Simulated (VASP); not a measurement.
# HfB2: single point with PBEsol

The system is HfB2.

```xyz
3
Lattice="3.1813 0.0000 0.0000 -1.5907 2.7551 0.0000 0.0000 0.0000 3.5258" Properties=species:S:1:pos:R:3 pbc="T T T"
Hf    0.0000    0.0000    0.0000
B     0.0000    1.8367    1.7629
B     1.5907    0.9184    1.7629
```

| Property | Result |
| --- | --- |
| Program | VASP 6.6.1 |
| Task | single point |
| Functional | PBEsol |
| Potentials or basis | VASP PAW PBE potentials, release 64 (Hf_pv, B) |
| Cutoff | 520 eV |
| k mesh | 10 × 10 × 8 |
| Occupations | fermi-dirac, width 0.1 eV |
| Spin | no spin polarisation |

* Pressure: -13.4 GPa
* Band gap on the k mesh: zero (band 8 reaches 7.79 eV, above the bottom of band 9 at 7.01 eV)

Stress tensor (GPa, compression positive):
```
-13.53   0.00   0.00
  0.00 -13.53   0.00
  0.00   0.00 -13.26
```

Levels at points of the mesh, in eV from the Fermi level:
```
           k point  band 4  band 5  band 6  band 7  band 8  band 9  band 10  band 11  band 12  band 13
(0.00, 0.00, 0.00)  -13.42   -2.87   -2.73   -2.73   -2.68    3.87     3.87     4.53     4.53     4.84
(0.50, 0.00, 0.00)   -9.50   -8.88   -3.92   -3.28   -2.71    2.13     2.65     5.35     5.51     6.11
(0.00, 0.00, 0.50)  -11.14   -8.15   -1.07   -1.07    0.35    0.35     1.01     1.01     2.17     5.06
(0.50, 0.00, 0.50)  -10.04   -7.33   -4.74   -4.52   -2.64    3.88     3.97     6.01     6.90     7.08
```

Run time: 19 s on 1 thread of Intel(R) Xeon(R) Platinum 8259CL CPU @ 2.50GHz (Skylake/Cascade Lake), on a shared host, peak memory 0.16 GiB.

Caveat: the PAW data sets were made with another functional, which shifts forces and pressure a little; spin-orbit coupling is left out, which moves the levels of the heavy elements.
